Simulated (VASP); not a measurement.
## Be2Ge: single point with HSE06

Crystal: Be2Ge.

```
Ge Be
1.0
     0.00000    2.67830    2.67830
     2.67830    0.00000    2.67830
     2.67830    2.67830    0.00000
Ge Be
1 2
Direct
  0.00000 0.00000 0.00000
  0.25000 0.25000 0.25000
  0.75000 0.75000 0.75000
```

```json
{"Program": "VASP 6.6.1", "Task": "single point", "Functional": "HSE06", "Potentials or basis": "VASP PAW PBE potentials, release 64 (Ge_d, Be)", "Cutoff": "520 eV", "k mesh": "4 × 4 × 4", "Occupations": "fermi-dirac, width 0.02 eV", "Spin": "no spin polarisation", "Dipole correction": "no", "Grid for exact exchange (PRECFOCK)": "Normal", "Further INCAR settings": "ALGO = Normal; EDIFF = 1e-06; NBANDS = 16", "Screening parameter": "0.2079 1/Å"}
```

```
Pressure               : 0.4 GPa
Band gap on the k mesh : zero (band 9 reaches 7.09 eV, above the bottom of band 10 at 6.63 eV)
```

Levels at points of the mesh, in eV from the Fermi level:
```tsv
k point	band 6	band 7	band 8	band 9	band 10	band 11	band 12	band 13
(0.00, 0.00, 0.00)	-14.60	0.33	0.33	0.33	0.71	0.71	0.71	5.04
(0.50, 0.00, 0.00)	-12.09	-8.85	-2.19	-2.19	1.62	1.62	2.42	6.04
(0.50, 0.50, 0.00)	-11.11	-7.92	-4.98	-4.98	-0.13	0.13	8.72	8.72
```

It took 9.8 min on 1 thread of Intel(R) Xeon(R) Platinum 8259CL CPU @ 2.50GHz (Skylake/Cascade Lake) (shared host), peak memory 0.26 GiB.

Caveat: the k points lie up to 0.51 Å⁻¹ apart; the PAW data sets were made with another functional, which shifts forces and pressure a little.
